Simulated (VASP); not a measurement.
# Au: single point with PBEsol

Crystal: Au.

```
Au
1.0
     0.00000    1.99381    1.99381
     1.99381    0.00000    1.99381
     1.99381    1.99381    0.00000
Au
1
Direct
  0.00000 0.00000 0.00000
```

| Property | Result |
| --- | --- |
| Program | VASP 6.6.1 |
| Task | single point |
| Functional | PBEsol |
| Potentials or basis | VASP PAW PBE potentials, release 64 (Au) |
| Cutoff | 520 eV |
| k mesh | 12 × 12 × 12 |
| Occupations | fermi-dirac, width 0.06 eV |
| Spin | no spin polarisation |

- Pressure: 14.9 GPa

Levels at points of the mesh, in eV from the Fermi level:
| k point | band 2 | band 3 | band 4 | band 5 | band 6 | band 7 | band 8 | band 9 | band 10 | band 11 |
| --- | --- | --- | --- | --- | --- | --- | --- | --- | --- | --- |
| (0.00, 0.00, 0.00) | -5.08 | -5.08 | -5.08 | -3.34 | -3.34 | 14.39 | 18.81 | 18.81 | 18.81 | 23.92 |
| (0.50, 0.00, 0.00) | -5.12 | -5.12 | -1.97 | -1.97 | -1.36 | 3.48 | 13.85 | 17.64 | 17.64 | 26.04 |
| (0.50, 0.50, 0.00) | -7.41 | -2.02 | -1.61 | -1.61 | 0.76 | 6.38 | 10.17 | 10.17 | 17.99 | 20.85 |

It took 32 s on 1 thread of AMD EPYC 7R13 (shared host), peak memory 0.12 GiB.

Caveat: the PAW data sets were made with another functional, which shifts forces and pressure a little; spin-orbit coupling is left out, which moves the levels of the heavy elements.
